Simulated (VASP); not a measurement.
**SnTe3: single point with PBEsol**

Crystal: SnTe3.

```
CELL_PARAMETERS angstrom
0.00000 3.69585 3.69585
3.69585 0.00000 3.69585
3.69585 3.69585 0.00000
ATOMIC_POSITIONS crystal
Te 0.50000 0.50000 0.50000
Te 0.75000 0.75000 0.75000
Te 0.25000 0.25000 0.25000
Sn 0.00000 0.00000 0.00000
```

```yaml
Program: VASP 6.6.1
Task: single point
Functional: PBEsol
Potentials_or_basis: VASP PAW PBE potentials, release 64 (Te, Sn_d)
Cutoff: 520 eV
k_mesh: 6 × 6 × 6
Occupations: fermi-dirac, width 0.05 eV
Spin: no spin polarisation
Dipole_correction: no
Further_INCAR_settings: ALGO = Normal; EDIFF = 1e-06; NBANDS = 24
```

```json
{
  "Pressure": "5.0 GPa",
  "Band gap on the k mesh": "zero (band 16 reaches 9.81 eV, above the bottom of band 17 at 7.16 eV)"
}
```

Levels at points of the mesh, in eV from the Fermi level:
```
           k point  band 12  band 13  band 14  band 15  band 16  band 17  band 18  band 19  band 20  band 21
(0.00, 0.00, 0.00)    -3.95    -3.91    -3.91    -3.91    -2.27    -2.27    -2.27     2.60     2.60     4.87
(0.50, 0.00, 0.00)    -4.11    -4.11    -2.03    -2.02     0.39     0.39     1.70     1.70     1.70     3.90
(0.50, 0.50, 0.00)    -1.50    -0.70    -0.67    -0.67     0.11     0.17     0.17     2.36     3.57     3.57
```

It took 29 s on 1 thread of Intel(R) Xeon(R) Platinum 8488C (Sapphire Rapids), with other jobs on the host, peak memory 0.24 GiB.

Caveat: the PAW data sets were made with another functional, which shifts forces and pressure a little; spin-orbit coupling is left out, which moves the levels of the heavy elements.
